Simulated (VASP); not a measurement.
A run of VASP 6.6.1 is set up as follows.

File INCAR:

```
ALGO = Normal
EDIFF = 1E-8
ENCUT = 520
GGA = PS
ISIF = 2
ISMEAR = -1
LASPH = True
LCHARG = False
LEFG = True
LREAL = False
LWAVE = False
NBANDS = 15
NELM = 100
PREC = Accurate
SIGMA = 0.03
```

KPOINTS

```
k-points
0
Gamma
  7 7 4
```

POSCAR

```
MgI2
1.0
    4.1398080440      0.0000000000      0.0000000000
   -2.0699040220      3.5851789328      0.0000000000
    0.0000000000      0.0000000000      6.8390499958
Mg I
1 2
Direct
    0.0000000000      0.0000000000      0.0000000000
    0.3333333333      0.6666666667      0.7576300000
    0.6666666667      0.3333333333      0.2423700000
```

Potentials or basis: VASP PAW PBE potentials, release 64 (Mg, I).

The run is started by

```bash
$ cat potpaw_PBE.64/Mg/POTCAR potpaw_PBE.64/I/POTCAR > POTCAR
$ mpirun -np 1 vasp_std > vasp.out
```

(1) Predict the largest force.

(2) Predict the pressure.

(3) Estimate the band gap on the k mesh.

Results:

(1) 0.010 eV/Å.

(2) 0.1 GPa.

(3) 3.47 eV (least direct gap 3.61 eV).

Caveat: without QUAD_EFG the Cq values of the log hold for a quadrupole moment of 1 mb, not for the nuclei; the PAW data sets were made with another functional, which shifts forces and pressure a little; spin-orbit coupling is left out, which moves the levels of the heavy elements; an odd mesh through Γ misses points on the zone boundary, where band edges can lie; this functional lacks dispersion, which binds the layers, so the pressure and a relaxed spacing across them are unreliable.
